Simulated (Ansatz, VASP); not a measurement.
# Two plane-wave programs on Hf4C

```
CELL_PARAMETERS angstrom
8.71804 0.00000 0.00000
0.00000 2.32349 2.32204
0.00000 -2.32349 2.32204
ATOMIC_POSITIONS crystal
Hf 0.50000 0.69834 0.69834
Hf 0.00000 0.69834 0.69834
Hf 0.74035 0.19834 0.19834
Hf 0.25965 0.19834 0.19834
C 0.00000 0.19835 0.19835
```

Alike in both runs: functional PBE; k mesh 2 × 5 × 5; occupations gaussian, width 0.2 eV; no spin polarisation.

Ansatz relaxed the structure, and its values are those at the end. VASP's run is a single point on that final structure, the one shown.

```csv
,VASP,Ansatz
version,VASP 6.6.1,Ansatz 0.2.0
potentials or method,"VASP PAW PBE potentials, release 64 (Hf_pv, C), cutoff 520 eV","scalar-relativistic, plane waves, PAW"
valence electrons in the cell,44,108
```

Ansatz gave:

| Quantity | Value |
| --- | --- |
| gap on the k mesh at the Fermi level (eV) | none |
| pressure (GPa) | 0.1 |
| rms of the force components (eV/Å) | 0.001 |

**Question.** What did VASP give for the same quantities?

**Answer.** gap on the k mesh at the Fermi level (eV): none; pressure (GPa): -0.4; rms of the force components (eV/Å): 0.009.

A gap of «none» marks a metal or a gap that the smearing closes. The functional is the same, so the differences come from potentials, cutoffs and numerics. VASP's potentials hold 44 valence electrons a cell and Ansatz's 108, so a difference there can come from the potentials and not from the codes.

The k mesh is coarse, so the values compare programs but aren't converged. Neither program's run includes spin-orbit coupling.
